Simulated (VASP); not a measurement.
# Hf2Si3N (R-3m) in VASP: single point with PBE

Aim: the single point of Hf2Si3N with PBE.

Everything below comes from runs of VASP 6.6.1. Logs are shortened: lines on timing, memory, paths and dates and some standing lists are left out, and cuts for length are marked.

### Step 1. The cell of the first run

It takes space group R-3m (No. 166, trigonal). Conventional cell: a = 5.288 Å, b = 5.288 Å, c = 11.078 Å, α = 90.00°, β = 90.00°, γ = 120.00°. Within 3.6 Å of Hf (site symmetry 3m) lie 9 Si at 2.72 to 3.01 Å and 4 Hf at 2.89 to 3.16 Å and 3 N at 3.08 Å. Within 3.2 Å of Si (site symmetry 2/m) lie 2 N at 2.40 Å and 4 Si at 2.64 Å and 6 Hf at 2.72 to 3.01 Å. N (site symmetry -3m) has 6 Si at 2.40 Å and 6 Hf at 3.08 Å within 3.2 Å.

### Step 2. Single point, PBE

File POSCAR:

```
Hf2Si3N
1.0
    2.6438684488      1.5264381606      3.6927180316
   -2.6438684488      1.5264381606      3.6927180316
    0.0000000000     -3.0528763213      3.6927180316
Hf Si N
2 3 1
Direct
    0.6304133741      0.6304133741      0.6304133741
    0.3695866259      0.3695866259      0.3695866259
    0.0000000000      0.5000000000      0.0000000000
    0.5000000000      0.0000000000      0.0000000000
    0.0000000000      0.0000000000      0.5000000000
    0.0000000000      0.0000000000      0.0000000000
```

File INCAR.step1:

```
PREC = Accurate ; ENCUT = 520
EDIFF = 1E-7 ; ISMEAR = 0
SIGMA = 0.1 ; LREAL = False
LASPH = True ; NELM = 100
ALGO = Normal ; ISIF = 2
LWAVE = False ; LCHARG = True
LMAXMIX = 4 ; GGA = PE
NBANDS = 28
```

File KPOINTS.step1:

```
regular mesh
0
Gamma
  12 12 12
```

File INCAR.step2:

```
PREC = Accurate ; ENCUT = 520
EDIFF = 1E-7 ; ISMEAR = -5
SIGMA = 0.1 ; LREAL = False
LASPH = True ; NELM = 100
ALGO = Normal ; ISIF = 2
LWAVE = False ; LCHARG = False
LMAXMIX = 4 ; GGA = PE
LORBIT = 11 ; NEDOS = 1001
ICHARG = 11
```

File KPOINTS.step2:

```
regular mesh
0
Gamma
  18 18 18
```

Potentials or basis: VASP PAW PBE potentials, release 64 (Hf_pv, Si, N).

Command:

```sh
$ cat potpaw_PBE.64/Hf_pv/POTCAR potpaw_PBE.64/Si/POTCAR potpaw_PBE.64/N/POTCAR > POTCAR
$ cp INCAR.step1 INCAR
$ cp KPOINTS.step1 KPOINTS
$ mpirun -np 1 vasp_std > vasp.out
$ cp INCAR.step2 INCAR
$ cp KPOINTS.step2 KPOINTS
$ mpirun -np 1 vasp_std > vasp.out
```

OUTCAR:

```text
PREC = Accurate
   ENCUT = 520
   EDIFF = 1E-7
   ISMEAR = -5
   LREAL = False
   LASPH = True
   NELM = 100
   ISIF = 2
   GGA = PE
   LORBIT = 11
   ICHARG = 11

 ion  position               nearest neighbor table
   1  0.630  0.630  0.630-   5 2.72   4 2.72   3 2.72   2 2.89   5 3.01   5 3.01   3 3.01   4 3.01
                             3 3.01   4 3.01   2 3.16   2 3.16   2 3.16
   2  0.370  0.370  0.370-   5 2.72   4 2.72   3 2.72   1 2.89   5 3.01   5 3.01   4 3.01   3 3.01
                             3 3.01   4 3.01   1 3.16   1 3.16   1 3.16
   3  0.000  0.500  0.000-   6 2.40   6 2.40   4 2.64   4 2.64   5 2.64   5 2.64   1 2.72   2 2.72
                             2 3.01   1 3.01   1 3.01   2 3.01
   4  0.500  0.000  0.000-   6 2.40   6 2.40   3 2.64   3 2.64   5 2.64   5 2.64   1 2.72   2 2.72
                             1 3.01   2 3.01   1 3.01   2 3.01
   5  0.000  0.000  0.500-   6 2.40   6 2.40   4 2.64   3 2.64   3 2.64   4 2.64   1 2.72   2 2.72
                             2 3.01   1 3.01   2 3.01   1 3.01
   6  0.000  0.000  0.000-   3 2.40   4 2.40   3 2.40   4 2.40   5 2.40   5 2.40

  LATTYP: Found a trigonal (rhomboedric) cell.
 ALAT       =     4.7912649993
 COS(alpha) =     0.3910112131

  Lattice vectors:

 A1 = (   2.6438684488,   1.5264381606,   3.6927180316)
 A2 = (  -2.6438684488,   1.5264381606,   3.6927180316)
 A3 = (   0.0000000000,  -3.0528763213,   3.6927180316)

Analysis of symmetry for initial positions (statically):
=====================================================================
 Subroutine PRICEL returns:
 Original cell was already a primitive cell.

 Routine SETGRP: Setting up the symmetry group for a
 trigonal (rhombohedral) supercell.

 Subroutine GETGRP returns: Found 12 space group operations
 (whereof 12 operations were pure point group operations)
 out of a pool of 12 trial point group operations.

The static configuration has the point symmetry D_3d.

Analysis of symmetry for dynamics (positions and initial velocities):
=====================================================================
 Subroutine PRICEL returns:
 Original cell was already a primitive cell.

 Routine SETGRP: Setting up the symmetry group for a
 trigonal (rhombohedral) supercell.

 Subroutine GETGRP returns: Found 12 space group operations
 (whereof 12 operations were pure point group operations)
 out of a pool of 12 trial point group operations.

The dynamic configuration has the point symmetry D_3d.

 Subroutine INISYM returns: Found 12 space group operations
 (whereof 12 operations are pure point group operations),
 and found     1 'primitive' translations

----------------------------------------------------------------------------------------

                                     Primitive cell

  volume of cell :      89.4163

  direct lattice vectors                    reciprocal lattice vectors
     2.643868449  1.526438161  3.692718032     0.189116822  0.109186648  0.090267746
    -2.643868449  1.526438161  3.692718032    -0.189116822  0.109186648  0.090267746
     0.000000000 -3.052876321  3.692718032     0.000000000 -0.218373297  0.090267746

  length of vectors
     4.791264999  4.791264999  4.791264999     0.236294652  0.236294652  0.236294652

  position of ions in fractional coordinates (direct lattice)
     0.630413374  0.630413374  0.630413374
     0.369586626  0.369586626  0.369586626
     0.000000000  0.500000000  0.000000000
     0.500000000  0.000000000  0.000000000
     0.000000000  0.000000000  0.500000000
     0.000000000  0.000000000  0.000000000

  ion indices of the primitive-cell ions
   primitive index   ion index
                 1           1
                 2           2
                 3           3
                 4           4
                 5           5
                 6           6

----------------------------------------------------------------------------------------

 KPOINTS: regular mesh

Automatic generation of k-mesh.
 Grid dimensions read from file:
 generate k-points for:   18   18   18

 Generating k-lattice:

  Cartesian coordinates                     Fractional coordinates (reciprocal lattice)
     0.010506490  0.006065925  0.005014875     0.055555556  0.000000000  0.000000000
    -0.010506490  0.006065925  0.005014875     0.000000000  0.055555556  0.000000000
     0.000000000 -0.012131850  0.005014875     0.000000000  0.000000000  0.055555556

  Length of vectors
     0.013127481  0.013127481  0.013127481

  Shift w.r.t. Gamma in fractional coordinates (k-lattice)
     0.000000000  0.000000000  0.000000000

 TETIRR: Found   2916 inequivalent tetrahedra from    34992

 Subroutine IBZKPT returns following result:
 ===========================================

 Found    580 irreducible k-points:

 Following reciprocal coordinates:
            Coordinates               Weight
  0.000000  0.000000  0.000000      1.000000
  0.055556  0.000000 -0.000000      6.000000
  0.111111  0.000000 -0.000000      6.000000
  0.166667 -0.000000 -0.000000      6.000000
  0.222222  0.000000 -0.000000      6.000000
  0.277778 -0.000000 -0.000000      6.000000
[... 16 lines left out ...]
 -0.277778  0.055556  0.000000     12.000000
 -0.222222  0.055556  0.000000     12.000000
 [... further k-points ...]
   k-points           NKPTS =    580   k-points in BZ     NKDIM =    580   number of bands    NBANDS=     22
   number of dos      NEDOS =   1001   number of ions     NIONS =      6
   total plane-waves  NPLWV =  46656
   dimension x,y,z NGX =    36 NGY =   36 NGZ =   36
   dimension x,y,z NGXF=    72 NGYF=   72 NGZF=   72
   ions per type =               2   3   1
   NGX,Y,Z   is equivalent  to a cutoff of  12.49, 12.49, 12.49 a.u.
   NGXF,Y,Z  is equivalent  to a cutoff of  24.98, 24.98, 24.98 a.u.
 SYSTEM =  unknown system
   PREC   = accura    normal or accurate (medium, high low for compatibility)
   ISTART =      0    job   : 0-new  1-cont  2-samecut
   ICHARG =     11    charge: 1-file 2-atom 10-const
   ISPIN  =      1    spin polarized calculation?
   LNONCOLLINEAR =      F non collinear calculations
   LSORBIT =      F    spin-orbit coupling
   LASPH  =      T    aspherical Exc in radial PAW
   ENCUT  =  520.0 eV  38.22 Ry    6.18 a.u.   8.91  8.91  8.91*2*pi/ulx,y,z
   NELM   =    100;   NELMIN=  2; NELMDL=  0     # of ELM steps
   EDIFF  = 0.1E-06   stopping-criterion for ELM
   LREAL  =      F    real-space projection
   EDIFFG = 0.1E-05   stopping-criterion for IOM
   NSW    =      0    number of steps for IOM
   IBRION =     -1    ionic relax: 0-MD 1-quasi-New 2-CG
   NFREE  =      0    steps in history (QN), initial steepest desc. (CG)
   ISIF   =      2    stress and relaxation
   ISYM   =      2    0-nonsym 1-usesym 2-fastsym
   POTIM  = 0.5000    time-step for ionic-motion
   TEBEG  =    0.0;   TEEND  =   0.0 temperature during run
   PSTRESS=    0.0 pullay stress
   NELECT =      37.0000    total number of electrons
   NUPDOWN=      -1.0000    fix difference up-down
   EMIN   =  10.00;   EMAX   =-10.00  energy-range for DOS
   EFERMI =   0.00;   METHOD = LEGACY
   ISMEAR =    -5;   SIGMA  =   0.10  broadening in eV -4-tet -1-fermi 0-gaus
   EFERMI_NEDOS =   21; number of points for ismear=-14 and -15
   IALGO  =     38    algorithm
   IMIX   =      4    mixing-type and parameters
     AMIX     =   0.40;   BMIX     =  1.00
     AMIX_MAG =   1.60;   BMIX_MAG =  1.00
  volume/ion in A,a.u.               =      14.90       100.57
  Fermi-wavevector in a.u.,A,eV,Ry     =   1.219935  2.305342 20.248744  1.488241
  Thomas-Fermi vector in A             =   2.355170
   LORBIT       =     11    0 simple, 1 ext, 2 COOP (PROOUT), +10 PAW based schemes
   GGA     = PE    functional components
   LHFCALC =     F    Hartree Fock is set to
   AEXX    =    0.0000 exact exchange contribution
   IVDW    =     0    specifies the selected vdW correction
   LEPSILON=     F    determine dielectric tensor
   LRPA    =     F    only Hartree local field effects (RPA)
 non-spin polarized calculation
 Fermi weights with tetrahedron method with Bloechl corrections
  energy-cutoff  :      520.00
  volume of cell :       89.42
 maximum number of plane-waves:      2427

 number of electron      37.0000002 magnetization

 Free energy of the ion-electron system (eV)
  ---------------------------------------------------
  ext. energy  EPLUGINS =         0.00000000
  ---------------------------------------------------
  free energy    TOTEN  =       -42.78324397 eV

  energy without entropy =      -42.78324397  energy(sigma->0) =      -42.78324397

 E-fermi :   8.1707     XC(G=0): -11.6106

 val. band max:        8.1842930502   @ k =   0.3889   0.0556  -0.0000
 cond. band min:       8.1188051982   @ k =  -0.2222   0.5000   0.1111
 fundamental gap:     -0.0654878520
 Fermi energy:         8.1706978463

 k-point     1 :       0.0000    0.0000    0.0000
  band No.  band energies     occupation
      1     -22.7380      2.00000
      2     -22.6743      2.00000
      3     -22.6743      2.00000
      4     -22.4585      2.00000
      5     -22.4585      2.00000
      6     -22.2822      2.00000
[... 14 lines left out ...]
     21      10.0295      0.00000
     22      10.0295      0.00000

 k-point     2 :       0.0556    0.0000   -0.0000
  band No.  band energies     occupation
      1     -22.7389      2.00000
      2     -22.6751      2.00000
      3     -22.6746      2.00000
      4     -22.4584      2.00000
      5     -22.4576      2.00000
      6     -22.2816      2.00000
[... 14 lines left out ...]
     21      10.0039      0.00000
     22      10.0260      0.00000
[... 523 lines left out ...]
     21       9.5050      0.00000
     22       9.9098      0.00000

 k-point    24 :      -0.2222    0.0556    0.0000
  band No.  band energies     occupation
      1     -22.7520      2.00000
      2     -22.6931      2.00000
      3     -22.6696      2.00000
      4     -22.4654      2.00000
      5     -22.4396      2.00000
      6     -22.2728      2.00000
[... 14 lines left out ...]
     21       9.5648      0.00000
     22       9.9838      0.00000

 [... further k-points ...]

------------------------ aborting loop because EDIFF is reached ----------------------------------------

  FORCE on cell =-STRESS in cart. coord.  units (eV):
  Direction    XX          YY          ZZ          XY          YZ          ZX
  --------------------------------------------------------------------------------------
  -------------------------------------------------------------------------------------
  Total       -0.2100837     -0.2100837     -0.0880028      0.0000000      0.0000000      0.0000000
  in kB       -3.7643194     -3.7643194     -1.5768509      0.0000000      0.0000000      0.0000000
  external PRESSURE =      -3.0351633 kB  Pullay stress =       0.0000000 kB

 VOLUME and BASIS-vectors are now :
 -----------------------------------------------------------------------------
  energy-cutoff  :      520.00
  volume of cell :       89.42
      direct lattice vectors                 reciprocal lattice vectors
     2.643868449  1.526438161  3.692718032     0.189116822  0.109186648  0.090267746
    -2.643868449  1.526438161  3.692718032    -0.189116822  0.109186648  0.090267746
     0.000000000 -3.052876321  3.692718032     0.000000000 -0.218373297  0.090267746

 POSITION                                       TOTAL-FORCE (eV/Angst)
 -----------------------------------------------------------------------------------
      0.00000     -0.00000      6.98382        -0.000000      0.000000     -0.040850
      0.00000     -0.00000      4.09434        -0.000000     -0.000000      0.040850
     -1.32193      0.76322      1.84636        -0.000000      0.000000     -0.000000
      1.32193      0.76322      1.84636        -0.000000      0.000000     -0.000000
      0.00000     -1.52644      1.84636        -0.000000     -0.000000     -0.000000
      0.00000      0.00000      0.00000         0.000000     -0.000000      0.000000
 -----------------------------------------------------------------------------------
    total drift:                               -0.000000      0.000000     -0.000000

  FREE ENERGIE OF THE ION-ELECTRON SYSTEM (eV)
  ---------------------------------------------------
  free  energy   TOTEN  =       -42.7832439714 eV

  energy  without entropy=      -42.7832439714  energy(sigma->0) =      -42.78324397

 total charge

# of ion       s       p       d       tot
------------------------------------------
    1        0.325   6.378   1.732   8.435
    2        0.325   6.378   1.732   8.435
    3        0.798   0.784   0.000   1.582
    4        0.798   0.784   0.000   1.582
    5        0.798   0.784   0.000   1.582
    6        1.374   2.079   0.000   3.453
--------------------------------------------------
tot          4.418  17.188   3.465  25.070
```

It took 8.8 min on 1 thread of Intel Xeon 6975P-C (Granite Rapids), shared host; peak memory 1.1 GiB.

What came out:

- Valence electrons inside the program's atomic spheres: Hf 8.44; Si 1.58; N 3.45

Levels at points of the mesh, in eV from the Fermi level:
| k point | band 15 | band 16 | band 17 | band 18 | band 19 | band 20 | band 21 | band 22 |
| --- | --- | --- | --- | --- | --- | --- | --- | --- |
| (0.00, 0.00, 0.00) | -4.60 | -4.24 | -1.17 | 0.60 | 1.30 | 1.30 | 1.86 | 1.86 |
| (0.50, 0.00, 0.00) | -2.44 | -2.05 | -1.53 | -0.35 | -0.12 | 0.42 | 1.08 | 1.80 |
| (0.50, 0.50, 0.00) | -2.19 | -2.06 | -1.61 | -0.64 | -0.19 | 0.09 | 0.16 | 0.54 |
| (0.50, 0.50, 0.50) | -2.37 | -2.21 | -1.51 | -1.51 | -1.49 | -1.49 | 2.50 | 2.52 |

Caveat: spin-orbit coupling is left out, which moves the levels of the heavy elements; tetrahedron occupations give inexact forces and stress in metals.
